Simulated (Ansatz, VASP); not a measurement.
**SiC in VASP and in Ansatz**

Contents of INCAR:

```
SYSTEM = SiC
ALGO = Normal
EDIFF = 1E-6
ENCUT = 520
GGA = PS
ISIF = 2
ISMEAR = 0
LASPH = .True.
LCHARG = .True.
LELF = .True.
LREAL = .False.
LVHAR = .True.
LWAVE = .False.
NBANDS = 11
NELM = 60
PREC = Accurate
SIGMA = 0.05
```

Contents of KPOINTS:

```
k-points
0
Gamma
  10 10 10
  0 0 0
```

The input POSCAR:

```
SiC
1.0
    0.0000000000      2.2328493244      2.2328493244
    2.2328493244      0.0000000000      2.2328493244
    2.2328493244      2.2328493244      0.0000000000
Si C
1 1
Direct
    0.0047117304     -0.0047117304      0.0047117304
    0.7389826870      0.7610173130      0.7389826870
```

Input for Ansatz:

```yaml
crystal:
  lattice:
    - [0.0, 2.2328493244, 2.2328493244]
    - [2.2328493244, 0.0, 2.2328493244]
    - [2.2328493244, 2.2328493244, 0.0]
  atoms:
    - { symbol: Si, position: [0.0047117304, -0.0047117304, 0.0047117304] }
    - { symbol: C, position: [0.738982687, 0.761017313, 0.738982687] }
basis:
  ecutwfc: 520.0
kpoints:
  mp_grid: { grid: [10, 10, 10] }
hamiltonian:
  xc: pbesol
scf:
  occupations: { method: gaussian, width: 0.05 }
output:
  forces: true
  stress: true
  eigenvalues: true
```

Change from the starting cell: mode 6 frozen in at -0.048 Å, equal normal strain along x, y and z +0.0250.

Alike in both runs: task single point; functional PBEsol; k mesh 10 × 10 × 10; occupations gaussian, width 0.05 eV; no spin polarisation.

```csv
,VASP,Ansatz
version,VASP 6.6.1,Ansatz 0.2.0
potentials or method,"VASP PAW PBE potentials, release 64 (Si, C), cutoff 520 eV","scalar-relativistic, plane waves, PAW"
valence electrons in the cell,8,8
```

Ansatz gave:

* gap on the k mesh at the Fermi level (eV): 0.98
* least direct gap on the mesh (eV): 4.20
* pressure (GPa): -13.7
* traceless stress, the component that is largest in VASP (GPa): -2.44
* rms of the force components (eV/Å): 0.652

**Question.** Estimate VASP's values.

**Answer.** gap on the k mesh at the Fermi level (eV): 0.97; least direct gap on the mesh (eV): 4.19; pressure (GPa): -13.4; traceless stress, the component that is largest in VASP (GPa): -2.50; rms of the force components (eV/Å): 0.655.

VASP's potentials were made for PBE, not for PBEsol. Atom by atom the forces differ by 0.003 eV/Å (rms over components).
